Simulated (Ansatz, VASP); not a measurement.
Pt in VASP and in Ansatz

```
Pt
1.0
     0.00000    1.94683    2.04904
     2.16098    0.00000    2.04904
     2.16098    1.94683    0.00000
Pt
1
Direct
  0.00000 0.00000 0.00000
```

Change from the starting cell: normal strain along x +0.1100, normal strain along z +0.0525.

Alike in both runs: task single point; functional LDA; k mesh 20 × 20 × 20; occupations gaussian, width 0.15 eV; no spin polarisation.

|  | VASP | Ansatz |
| --- | --- | --- |
| version | VASP 6.6.1 | Ansatz 0.2.0 |
| potentials or method | VASP PAW LDA potentials, release 64 (Pt), cutoff 520 eV | scalar-relativistic, plane waves, PAW |
| valence electrons in the cell | 10 | 18 |

|  | VASP | Ansatz | Ansatz less VASP |
| --- | --- | --- | --- |
| gap on the k mesh at the Fermi level (eV) | none | none | - |
| pressure (GPa) | -30.2 | -30.6 | -0.43 |
| traceless stress, the component that is largest in VASP (GPa) | -3.11 | -3.09 | +0.024 |

LDA's correlation is that of Perdew and Zunger in VASP and of Perdew and Wang (1992) in Ansatz. A gap of «none» marks a metal or a gap that the smearing closes. Both programs put the cell under strong tension, so it lies far from rest at this level. VASP's potentials hold 10 valence electrons a cell and Ansatz's 18, so a difference there can come from the potentials and not from the codes.

Neither program's run includes spin-orbit coupling. Noted on VASP's run: the cell as given lies far from equilibrium.
